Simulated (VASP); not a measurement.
## Os: single point with revPBE

Os:

```
Os
1.0
     0.00000    1.93349    1.93349
     1.93349    0.00000    1.93349
     1.93349    1.93349    0.00000
Os
1
Direct
  0.00000 0.00000 0.00000
```

- Program: VASP 6.6.1
- Task: single point
- Functional: revPBE
- Potentials or basis: VASP PAW PBE potentials, release 64 (Os)
- Cutoff: 520 eV
- k mesh: 23 × 23 × 23
- Occupations: fermi-dirac, width 0.1 eV
- Spin: no spin polarisation

```
Pressure               : -0.6 GPa
Band gap on the k mesh : zero (band 4 reaches 11.19 eV, above the bottom of band 5 at 7.49 eV)
```

Levels at points of the mesh, in eV from the Fermi level:
```csv
k point,band 1,band 2,band 3,band 4,band 5,band 6,band 7,band 8
"(0.00, 0.00, 0.00)",-10.54,-2.88,-2.88,-2.88,0.02,0.02,14.22,19.86
```

Wall time 24 s on 1 thread of Intel(R) Xeon(R) Platinum 8488C (Sapphire Rapids), with other jobs on the host, peak memory 0.17 GiB.

Caveat: the PAW data sets were made with another functional, which shifts forces and pressure a little; spin-orbit coupling is left out, which moves the levels of the heavy elements.
